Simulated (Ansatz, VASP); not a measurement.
# One calculation of GaAs, two programs

Contents of INCAR:

```
SYSTEM = GaAs
ALGO = Normal
EDIFF = 1E-6
ENCUT = 520
GGA = PS
ISIF = 2
ISMEAR = 0
LASPH = .True.
LCHARG = .False.
LREAL = .False.
LWAVE = .False.
NBANDS = 16
NELM = 80
PREC = Accurate
SIGMA = 0.05
```

KPOINTS

```
k-points
0
Gamma
  10 10 10
  0 0 0
```

The input POSCAR:

```
GaAs
1.0
    0.0000000000      2.8482673382      2.8482673382
    2.8482673382      0.0000000000      2.8482673382
    2.8482673382      2.8482673382      0.0000000000
Ga As
1 1
Direct
    0.0000000000      0.0000000000      0.0000000000
    0.7500000000      0.7500000000      0.7500000000
```

Input for Ansatz:

```yaml
crystal:
  lattice:
    - [0.0, 2.8482673382, 2.8482673382]
    - [2.8482673382, 0.0, 2.8482673382]
    - [2.8482673382, 2.8482673382, 0.0]
  atoms:
    - { symbol: Ga, position: [0.0, 0.0, 0.0] }
    - { symbol: As, position: [0.75, 0.75, 0.75] }
basis:
  ecutwfc: 420
  ecutrho_ratio: 4
kpoints:
  mp_grid: { grid: [10, 10, 10] }
hamiltonian:
  xc: pbesol
scf:
  occupations: { method: gaussian, width: 0.05 }
output:
  forces: true
  stress: true
  eigenvalues: true
```

Alike in both runs: task single point; functional PBEsol; k mesh 10 × 10 × 10; occupations gaussian, width 0.05 eV; no spin polarisation.

```csv
,VASP,Ansatz
version,VASP 6.6.1,Ansatz 0.2.0
potentials or method,"VASP PAW PBE potentials, release 64 (Ga_d, As), cutoff 520 eV","scalar-relativistic, plane waves, PAW"
valence electrons in the cell,18,28
```

|  | VASP | Ansatz | Ansatz less VASP |
| --- | --- | --- | --- |
| gap on the k mesh at the Fermi level (eV) | 0.29 | 0.28 | -0.013 |
| least direct gap on the mesh (eV) | 0.29 | 0.28 | -0.013 |
| pressure (GPa) | -1.2 | -1.3 | -0.15 |

VASP's potentials were made for PBE, not for PBEsol. VASP's potentials hold 18 valence electrons a cell and Ansatz's 28, so a difference there can come from the potentials and not from the codes.
